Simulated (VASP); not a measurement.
# Sr8Ti7BiO23 (a cell with a defect) in VASP: single point with PBEsol

Aim: the single point of Sr8Ti7BiO23 (a cell with a defect) with PBEsol.

Everything below comes from runs of VASP 6.6.1. Logs are shortened: lines on timing, memory, paths and dates and some standing lists are left out, and cuts for length are marked.

**1. The cell of the first run**

The cell holds a defect, 39 atoms: a = 7.783 Å, b = 7.783 Å, c = 7.783 Å, α = 90.00°, β = 90.00°, γ = 90.00°.

**2. Single point, PBEsol, collinear spin**

File INCAR:

```
ALGO = Normal ; EDIFF = 1E-6
ENCUT = 520 ; GGA = PS
GGA_COMPAT = F ; ISIF = 2
ISMEAR = -1 ; ISPIN = 2
ISYM = -1 ; LASPH = T
LCHARG = F ; LMAXMIX = 4
LORBIT = 11 ; LREAL = Auto
LWAVE = F ; MAGMOM = 0 0 0 0 0 0 0 0 0.111 0 0.111 0.111 0 0 0 0 0.111 0.111 0 0 0 0 0 0.111 0 0 0 0.111 0 0 0 0.111 0 0.111 0 0 0 0 0
NBANDS = 188 ; NELM = 200
PREC = Accurate ; SIGMA = 0.05
```

File KPOINTS:

```
explicit points
1
Reciprocal
  0.25000000   0.25000000   0.25000000 1
```

File POSCAR:

```
Sr8Ti7BiO23
1.0
    7.7828210000      0.0000000000      0.0000000000
    0.0000000000      7.7828210000      0.0000000000
    0.0000000000      0.0000000000      7.7828210000
Sr Bi Ti O
8 1 7 23
Direct
    0.9926530000      0.9865810000      0.9963370000
    0.9868070000      0.9871480000      0.5048280000
    0.9818510000      0.5032440000      0.9919410000
    0.9827870000      0.5103810000      0.5243100000
    0.5040210000      0.0036180000      0.9967140000
    0.4984050000      0.0008200000      0.5073630000
    0.5130380000      0.5031850000      0.9927440000
    0.5146670000      0.5078180000      0.5231090000
    0.2405850000      0.2946370000      0.2643860000
    0.2460030000      0.2468810000      0.7566170000
    0.2536200000      0.7691680000      0.2529110000
    0.2487820000      0.7441820000      0.7590470000
    0.7511180000      0.2487060000      0.2555140000
    0.7488590000      0.2440790000      0.7536890000
    0.7456860000      0.7451110000      0.2556260000
    0.7464620000      0.7508300000      0.7566120000
    0.2898430000      0.2653990000      0.9975400000
    0.2236840000      0.1936250000      0.5194310000
    0.2535690000      0.7489480000      0.5001940000
    0.7230470000      0.2430260000      0.0071550000
    0.7832130000      0.2478940000      0.5089810000
    0.7508580000      0.7468650000      0.0067090000
    0.7443210000      0.7390770000      0.5066300000
    0.9884780000      0.1949140000      0.2272240000
    0.0007480000      0.2485210000      0.7878460000
    0.0047710000      0.7504110000      0.2603680000
    0.9981650000      0.7389140000      0.7538200000
    0.5110600000      0.2624350000      0.2981320000
    0.5026890000      0.2387780000      0.7302250000
    0.4930280000      0.6972390000      0.2537180000
    0.4986160000      0.7467750000      0.7619450000
    0.2772580000      0.9955530000      0.2287920000
    0.2459730000      0.9846410000      0.7852930000
    0.2432980000      0.6997170000      0.0117270000
    0.2511340000      0.4887830000      0.7258780000
    0.7216930000      0.9854590000      0.2615310000
    0.7542180000      0.9948960000      0.7528360000
    0.7805260000      0.4896560000      0.2525520000
    0.7481030000      0.4952450000      0.7582470000
```

Potentials or basis: VASP PAW PBE potentials, release 64 (Sr_sv, Bi_d, Ti_sv, O).

Started as:

```
$ cat potpaw_PBE.64/Sr_sv/POTCAR potpaw_PBE.64/Bi_d/POTCAR potpaw_PBE.64/Ti_sv/POTCAR potpaw_PBE.64/O/POTCAR > POTCAR
$ mpirun -np 1 vasp_std > vasp.out
```

OUTCAR:

```text
EDIFF = 1E-6
   ENCUT = 520
   GGA = PS
   ISIF = 2
   ISMEAR = -1
   ISPIN = 2
   ISYM = -1
   LASPH = T
   LORBIT = 11
   LREAL = Auto
   NELM = 200
   PREC = Accurate

 ion  position               nearest neighbor table
   1  0.993  0.987  0.996-  24 2.42  33 2.57  25 2.61  22 2.65  37 2.65  27 2.70  26 2.76  32 2.86
                            20 2.90  36 2.95  34 2.97  17 3.17  16 3.24  12 3.31  11 3.31  14 3.34
   2  0.987  0.987  0.505-  18 2.45  21 2.57  37 2.65  26 2.65  24 2.70  23 2.70  27 2.74  19 2.78
                            36 2.80  33 2.97  25 3.00  32 3.12  16 3.27  15 3.29  11 3.32  14 3.34
   3  0.982  0.503  0.992-  25 2.54  34 2.55  38 2.57  39 2.57  27 2.61  22 2.62  26 2.85  20 2.86
                            35 2.95  24 3.02  17 3.03  16 3.23  14 3.29  12 3.33  15 3.34   9 3.34
   4  0.983  0.510  0.524-  27 2.52  21 2.57  23 2.58  39 2.58  35 2.62  38 2.64  26 2.78  19 2.81
                            25 2.89  18 3.10  16 3.19  14 3.29  12 3.31   9 3.31  15 3.33  24 3.37
   5  0.504  0.004  0.997-  32 2.53  20 2.53  33 2.60  17 2.63  36 2.67  31 2.71  37 2.72  29 2.77
                            22 2.77  28 3.09  30 3.11  34 3.12  14 3.27  16 3.30  11 3.33  10 3.33
   6  0.498  0.001  0.507-  29 2.54  36 2.59  28 2.61  18 2.61  19 2.73  37 2.76  32 2.77  23 2.80
                            31 2.80  33 2.92  21 2.93  30 3.08  11 3.29  14 3.33  16 3.36  10 3.36
   7  0.513  0.503  0.993-  30 2.54  17 2.54  39 2.58  34 2.60  20 2.60  31 2.61  22 2.65  29 2.90
                            38 2.90  35 2.91  28 3.03  16 3.22  14 3.30  15 3.32  12 3.33  13 3.40
   8  0.515  0.508  0.523-  23 2.54  30 2.57  39 2.58  28 2.59  35 2.59  31 2.63  29 2.64  19 2.77
                            21 2.91  38 2.96  16 3.18  14 3.28  15 3.31  12 3.32  18 3.33   9 3.37
   9  0.241  0.295  0.264-  17 2.12  24 2.13  28 2.14  18 2.14  32 2.36   4 3.31   3 3.34   8 3.37
                             7 3.41   6 3.58   2 3.62   5 3.70   1 3.72
  10  0.246  0.247  0.757-  35 1.90  18 1.90  17 1.91  25 1.92  29 2.01  33 2.05   5 3.33   6 3.36
                             1 3.39   3 3.40   4 3.42   7 3.42   8 3.43   2 3.46
  11  0.254  0.769  0.253-  32 1.78  19 1.93  26 1.94  30 1.95  34 1.96   6 3.29   1 3.31   2 3.32
                             5 3.33   7 3.53   8 3.56   3 3.59   4 3.60
  12  0.249  0.744  0.759-  33 1.88  31 1.94  27 1.95  34 2.00  35 2.00  19 2.02   4 3.31   1 3.31
                             8 3.32   7 3.33   3 3.33   5 3.38   6 3.41   2 3.41
  13  0.751  0.249  0.256-  38 1.89  28 1.90  24 1.91  20 1.95  21 1.99  36 2.06   2 3.36   3 3.37
                             5 3.38   6 3.38   7 3.40   1 3.43   4 3.43   8 3.43
  14  0.749  0.244  0.754-  21 1.92  29 1.93  37 1.94  39 1.96  25 1.98  20 1.98   5 3.27   8 3.28
                             3 3.29   4 3.29   7 3.30   6 3.33   2 3.34   1 3.34
  15  0.746  0.745  0.256-  36 1.88  22 1.94  23 1.95  30 2.00  38 2.01  26 2.02   2 3.29   8 3.31
                             7 3.32   4 3.33   3 3.34   1 3.36   6 3.39   5 3.41
  16  0.746  0.751  0.757-  37 1.90  31 1.93  22 1.95  23 1.95  27 1.96  39 1.99   8 3.18   4 3.19
                             7 3.22   3 3.23   1 3.24   2 3.27   5 3.30   6 3.36
  17  0.290  0.265  0.998-  10 1.91   9 2.12   7 2.54   5 2.63   3 3.03   1 3.17
  18  0.224  0.194  0.519-  10 1.90   9 2.14   2 2.45   6 2.61   4 3.10   8 3.33
  19  0.254  0.749  0.500-  11 1.93  12 2.02   6 2.73   8 2.77   2 2.78   4 2.81
  20  0.723  0.243  0.007-  13 1.95  14 1.98   5 2.53   7 2.60   3 2.86   1 2.90
  21  0.783  0.248  0.509-  14 1.92  13 1.99   4 2.57   2 2.57   8 2.91   6 2.93
[... 378 lines left out ...]
    170       8.0403      0.00000
 Fermi energy:         6.8509941741

 spin component 2

 k-point     1 :       0.2500    0.2500    0.2500
  band No.  band energies     occupation
      1     -51.5507      1.00000
      2     -51.5417      1.00000
      3     -51.5349      1.00000
      4     -51.4708      1.00000
      5     -51.4530      1.00000
      6     -51.4391      1.00000
[... 162 lines left out ...]
    169       8.1202      0.00000
    170       8.1614      0.00000
 [bands above 170 left out]

------------------------ aborting loop because EDIFF is reached ----------------------------------------

  FORCE on cell =-STRESS in cart. coord.  units (eV):
  Direction    XX          YY          ZZ          XY          YZ          ZX
  --------------------------------------------------------------------------------------
  -------------------------------------------------------------------------------------
  Total       16.0641896      9.6365145     15.9100479      0.9815487     -1.2761658     -1.4867789
  in kB       54.5956799     32.7506131     54.0718145      3.3358868     -4.3371710     -5.0529599
  external PRESSURE =      47.1393691 kB  Pullay stress =       0.0000000 kB

 VOLUME and BASIS-vectors are now :
 -----------------------------------------------------------------------------
  energy-cutoff  :      520.00
  volume of cell :      471.42
      direct lattice vectors                 reciprocal lattice vectors
     7.782821000  0.000000000  0.000000000     0.128488115  0.000000000  0.000000000
     0.000000000  7.782821000  0.000000000     0.000000000  0.128488115  0.000000000
     0.000000000  0.000000000  7.782821000     0.000000000  0.000000000  0.128488115

 POSITION                                       TOTAL-FORCE (eV/Angst)
 -----------------------------------------------------------------------------------
      7.72564      7.67838      7.75431         0.013230      0.015513      0.009925
      7.68014      7.68280      3.92899        -0.002561      0.018837      0.018503
      7.64157      3.91666      7.72010         0.023908     -0.022682      0.018973
      7.64886      3.97220      4.08061         0.023550     -0.028263     -0.020667
      3.92271      0.02816      7.75725         0.026089     -0.003235     -0.014176
      3.87900      0.00638      3.94872        -0.005507     -0.012095      0.011377
[... 31 lines left out ...]
      6.07469      3.81090      1.96557        -0.022350      0.065710     -0.002406
      5.82235      3.85440      5.90130        -0.013661      0.040270     -0.004472
 -----------------------------------------------------------------------------------
    total drift:                               -0.002133     -0.006176     -0.007228

  FREE ENERGIE OF THE ION-ELECTRON SYSTEM (eV)
  ---------------------------------------------------
  free  energy   TOTEN  =      -315.7863779716 eV

  energy  without entropy=     -315.6927016908  energy(sigma->0) =     -315.73953983

 total charge

# of ion       s       p       d       tot
------------------------------------------
    1        2.003   5.774   0.239   8.015
    2        2.002   5.772   0.234   8.009
    3        2.004   5.772   0.251   8.026
    4        2.005   5.769   0.256   8.030
    5        2.002   5.772   0.235   8.009
    6        2.000   5.768   0.228   7.996
[... 31 lines left out ...]
   38        1.561   3.480   0.000   5.041
   39        1.558   3.502   0.000   5.060
--------------------------------------------------
tot         69.064 171.562  24.988 265.614

 magnetization (x)

# of ion       s       p       d       tot
------------------------------------------
    1        0.000   0.000   0.002   0.002
    2       -0.000   0.000   0.001   0.001
    3        0.000   0.000   0.002   0.002
    4        0.000   0.000   0.002   0.002
    5        0.000  -0.000   0.001   0.001
    6        0.000   0.000   0.001   0.001
[... 31 lines left out ...]
   38       -0.000  -0.003   0.000  -0.003
   39       -0.000  -0.003   0.000  -0.003
--------------------------------------------------
tot          0.003  -0.052   0.791   0.742
```

OSZICAR:

```text
N       E                     dE             d eps       ncg     rms          rms(c)
DAV:   1     0.444822738965E+04    0.44482E+04   -0.15627E+05   752   0.189E+03
DAV:   2     0.510765389877E+03   -0.39375E+04   -0.37401E+04   784   0.563E+02
[... 15 lines left out ...]
DAV:  18    -0.315786185883E+03   -0.17577E-02   -0.29872E-03  1112   0.235E-01    0.954E-02
DAV:  19    -0.315786314552E+03   -0.12867E-03   -0.95912E-04  1064   0.128E-01    0.702E-02
DAV:  20    -0.315786369824E+03   -0.55271E-04   -0.17848E-04  1080   0.561E-02    0.392E-02
DAV:  21    -0.315786377197E+03   -0.73730E-05   -0.72989E-05  1112   0.481E-02    0.246E-02
DAV:  22    -0.315786378006E+03   -0.80936E-06   -0.27452E-05  1024   0.232E-02    0.114E-02
DAV:  23    -0.315786377972E+03    0.34401E-07   -0.51395E-06   736   0.826E-03
   1 F= -.31578638E+03 E0= -.31573954E+03  d E =-.936763E-01  mag=     0.8812
```

Run time: 9.6 min. Hardware: 1 thread of Intel Xeon Platinum 8259CL at 2.50GHz (Skylake/Cascade Lake), shared host; peak memory 0.73 GiB.

Results:

| Quantity | Value |
| --- | --- |
| Free energy | -315.7864 eV |
| Pressure | 4.7 GPa |
| Largest force | 0.104 eV/Å |
| Net moment | 0.89 μB per cell |
| Site moments | Sr +0.00; Bi +0.00; Ti +0.06, +0.08, +0.15, +0.11, +0.19 (each value once); O -0.00, -0.01 (each value once) μB |
| Valence electrons inside the program's atomic spheres | Sr 8.02, 8.01, 8.03, 8.00 (each value once); Bi 12.80; Ti 10.38, 10.47, 10.35, 10.39, 10.44 (each value once); O 5.04, 5.01, 5.05, 5.03, 5.02, 5.06 (each value once) |

Forces in eV/Å, atoms in the order of the input:
```
Sr   0.013  0.016  0.010
Sr  -0.003  0.019  0.019
Sr   0.024 -0.023  0.019
Sr   0.024 -0.028 -0.021
Sr   0.026 -0.003 -0.014
Sr  -0.006 -0.012  0.011
Sr  -0.004 -0.040 -0.007
Sr  -0.029 -0.048 -0.022
Bi  -0.010  0.063  0.012
Ti   0.027 -0.042  0.016
Ti  -0.033 -0.097  0.021
Ti   0.015 -0.033 -0.005
Ti  -0.001 -0.034  0.007
Ti   0.022 -0.016  0.011
Ti   0.004 -0.026 -0.007
Ti   0.027 -0.019  0.023
O   -0.004 -0.008 -0.002
O    0.005 -0.001 -0.012
O    0.006  0.004 -0.014
O    0.014 -0.001 -0.011
O   -0.022  0.002 -0.016
O    0.004  0.015 -0.012
O   -0.001  0.007  0.001
O   -0.009 -0.006  0.018
O   -0.012  0.001 -0.002
O   -0.017  0.010 -0.007
O    0.004  0.009  0.002
O    0.003  0.000 -0.009
O   -0.025  0.006  0.002
O    0.008  0.009 -0.008
O   -0.013 -0.002 -0.010
O   -0.001  0.055  0.008
O    0.001  0.020 -0.004
O   -0.003  0.033  0.017
O   -0.002  0.058 -0.009
O    0.007  0.004  0.000
O   -0.003  0.004  0.002
O   -0.022  0.066 -0.002
O   -0.014  0.040 -0.004
```

Stress tensor (GPa, compression positive):
```
 5.46  0.33 -0.51
 0.33  3.28 -0.43
-0.51 -0.43  5.41
```

Levels at points of the mesh, in eV from the Fermi level:
Spin up:
```
           k point  band 156  band 157  band 158  band 159  band 160  band 161  band 162  band 163
(0.25, 0.25, 0.25)     -3.01     -2.91     -2.71     -0.02      0.07      0.09      0.25      0.52
```
Spin down:
```
           k point  band 155  band 156  band 157  band 158  band 159  band 160  band 161  band 162
(0.25, 0.25, 0.25)     -3.04     -3.01     -2.92     -2.71      0.17      0.21      0.25      0.30
```

Caveat: the PAW data sets were made with another functional, which shifts forces and pressure a little; spin-orbit coupling is left out, which moves the levels of the heavy elements.
